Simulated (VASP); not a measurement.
Input of a VASP 6.6.1 run:

The input INCAR:

```
SYSTEM = Mo
  ALGO = Normal
  EDIFF = 1E-8
  ENCUT = 600
  GGA = PS
  IBRION = 6
  ISIF = 3
  ISMEAR = -1
  LASPH = .TRUE.
  LCHARG = .TRUE.
  LREAL = .FALSE.
  LWAVE = .FALSE.
  NELM = 60
  NFREE = 2
  NSW = 1
  POTIM = 0.015
  PREC = Accurate
  SIGMA = 0.05
```

The input KPOINTS:

```
k-points
0
G
  22 22 22
  0 0 0
```

The input POSCAR:

```
Mo
1.0
   -1.5647286424      1.5647286424      1.5647286424
    1.5647286424     -1.5647286424      1.5647286424
    1.5647286424      1.5647286424     -1.5647286424
Mo
1
Direct
    0.0000000000      0.0000000000      0.0000000000
```

Potentials or basis: VASP PAW PBE potentials, release 64 (Mo_sv).

Command:

```sh
$ cat potpaw_PBE.64/Mo_sv/POTCAR > POTCAR
$ mpirun -np 1 vasp_std > vasp.out
```

(1) What does it give for the elastic constants C11, C12, C44?

(2) Predict the Voigt bulk modulus.

Results:

(1) 490, 176, 104 GPa.

(2) 281 GPa.

Caveat: the PAW data sets were made with another functional, which shifts forces and pressure a little.
